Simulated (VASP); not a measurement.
Ni, 1 atom in the cell. The structure is cubic, space group Fm-3m (No. 225). Conventional cell: a = 3.532 Å, b = 3.532 Å, c = 3.532 Å, α = 90.00°, β = 90.00°, γ = 90.00°. Within 3.3 Å of Ni (site symmetry m-3m) lie 12 Ni at 2.50 Å. 

- Program: VASP 6.6.1
- Task: single point
- Functional: PBE
- Potentials or basis: VASP PAW PBE potentials, release 64 (Ni)
- Cutoff: 520 eV
- k mesh: 7 × 7 × 7
- Occupations: fermi-dirac, width 0.1 eV
- Spin: collinear spin, ferromagnetic start
- Starting moments: [2.0] μB
- Dipole correction: no
- Further INCAR settings: ALGO = Normal; EDIFF = 1e-06; NBANDS = 15

Potentials or basis: VASP PAW PBE potentials, release 64 (Ni).

Launch:

```sh
$ cat potpaw_PBE.64/Ni/POTCAR > POTCAR
$ mpirun -np 1 vasp_std > vasp.out
```

Hardware: 1 thread of Intel Xeon 8259CL, with other jobs on the host.

Q: How long does it take, and how much memory?

A: It took 19 s on 1 thread of Intel Xeon 8259CL, on a shared host, peak memory 0.13 GiB. Counts: scf iterations 13, k points 20.
